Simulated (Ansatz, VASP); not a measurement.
## Two plane-wave programs on Zn2SnO

```
CELL_PARAMETERS angstrom
4.22256 0.00000 0.00000
-2.11128 3.65684 0.00000
0.00000 0.00000 5.50414
ATOMIC_POSITIONS crystal
Zn 0.00000 0.00000 0.00000
Zn 0.33333 0.66667 0.50000
Sn 0.33333 0.66667 0.00000
O 0.66667 0.33333 0.50000
```

Alike in both runs: task single point; functional PBE; k mesh 12 × 12 × 8; occupations gaussian, width 0.1 eV; no spin polarisation.

|  | VASP | Ansatz |
| --- | --- | --- |
| version | VASP 6.6.1 | Ansatz 0.2.0 |
| potentials or method | VASP PAW PBE potentials, release 64 (Zn, Sn_d, O), cutoff 600 eV | scalar-relativistic, plane waves, PAW |
| valence electrons in the cell | 44 | 44 |

Ansatz gave:

| Quantity | Value |
| --- | --- |
| gap on the k mesh at the Fermi level (eV) | none |
| pressure (GPa) | 0.0 |
| traceless stress, the component that is largest in VASP (GPa) | 0.00 |

Q: Estimate VASP's values.

A: gap on the k mesh at the Fermi level (eV): none; pressure (GPa): 0.1; traceless stress, the component that is largest in VASP (GPa): -0.08.

A gap of «none» marks a metal or a gap that the smearing closes. With one functional, cell and mesh, what is left measures potentials, basis and numerics.
